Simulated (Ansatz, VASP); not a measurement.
**One calculation of ZnSe, two programs**

INCAR

```
  PREC = Accurate
  ENCUT = 520
  EDIFF = 1E-6
  ISMEAR = 0
  SIGMA = 0.01
  LREAL = False
  LASPH = True
  NELM = 80
  ALGO = Normal
  ISIF = 2
  LWAVE = False
  LCHARG = True
  GGA = PE
  LELF = True
  LVHAR = True
  NBANDS = 26
```

The input KPOINTS:

```
Automatic mesh
0
Gamma
  12 12 4
```

File POSCAR:

```
ZnSe
1.0
    4.1513888431      0.0000000000      0.0000000000
   -2.0756944216      3.5952081991      0.0000000000
    0.0000000000      0.0000000000      6.1747442434
Zn Se
2 2
Direct
    0.3333333333      0.6666666667      0.2500000000
    0.6666666667      0.3333333333      0.7500000000
    0.6666666667      0.3333333333      0.2500000000
    0.3333333333      0.6666666667      0.7500000000
```

Input for Ansatz:

```yaml
crystal:
  lattice:
    - [4.1513888431, 0.0, 0.0]
    - [-2.0756944216, 3.5952081991, 0.0]
    - [0.0, 0.0, 6.1747442434]
  atoms:
    - { symbol: Zn, position: [0.3333333333, 0.6666666667, 0.25] }
    - { symbol: Zn, position: [0.6666666667, 0.3333333333, 0.75] }
    - { symbol: Se, position: [0.6666666667, 0.3333333333, 0.25] }
    - { symbol: Se, position: [0.3333333333, 0.6666666667, 0.75] }
kpoints:
  mp_grid: { grid: [12, 12, 4] }
  band_path:
    path:
      - [0.0, 0.0, 0.0]
      - [0.5, 0.0, 0.0]
      - [0.3333333333, 0.3333333333, 0.0]
      - [0.0, 0.0, 0.5]
      - [0.5, 0.0, 0.5]
      - [0.3333333333, 0.3333333333, 0.5]
    npoints: 1
hamiltonian:
  xc: pbe
scf:
  occupations: { method: fixed }
  n_extra_bands: 5
output:
  forces: true
  stress: true
  eigenvalues: true
```

Alike in both runs: task single point; functional PBE; k mesh 12 × 12 × 4; no spin polarisation.

```csv
,VASP,Ansatz
version,VASP 6.6.1,Ansatz 0.2.0
potentials or method,"VASP PAW PBE potentials, release 64 (Zn, Se)","plane waves, PAW"
plane-wave cutoff (eV),520,420
occupations,"gaussian, width 0.01 eV",fixed
valence electrons in the cell,36,56
```

|  | VASP | Ansatz | Ansatz less VASP |
| --- | --- | --- | --- |
| gap on the k mesh at the Fermi level (eV) | 0.33 | 0.34 | +0.010 |
| pressure (GPa) | 2.3 | 2.0 | -0.24 |
| traceless stress, the component that is largest in VASP (GPa) | -1.19 | -1.01 | +0.174 |

VASP's potentials hold 36 valence electrons a cell and Ansatz's 56, so a difference there can come from the potentials and not from the codes.
